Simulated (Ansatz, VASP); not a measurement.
**Al: VASP beside Ansatz**

```
CELL_PARAMETERS angstrom
0.00000 1.99161 1.99161
1.99161 0.00000 1.99161
1.99161 1.99161 0.00000
ATOMIC_POSITIONS crystal
Al 0.00000 0.00000 0.00000
```

Alike in both runs: task single point; functional LDA; k mesh 14 × 14 × 14; occupations fermi-dirac, width 0.1 eV; no spin polarisation.

```csv
,VASP,Ansatz
version,VASP 6.6.1,Ansatz 0.2.0
potentials or method,"VASP PAW LDA potentials, release 64 (Al), cutoff 520 eV","plane waves (420 eV) with PAW, scalar-relativistic"
valence electrons in the cell,3,3
```

|  | VASP | Ansatz | Ansatz less VASP |
| --- | --- | --- | --- |
| pressure (GPa) | 0.0 | -0.1 | -0.07 |

Ansatz warns that its potentials were made for another functional, while VASP's fit it. LDA's correlation is that of Perdew and Zunger in VASP and of Perdew and Wang (1992) in Ansatz.
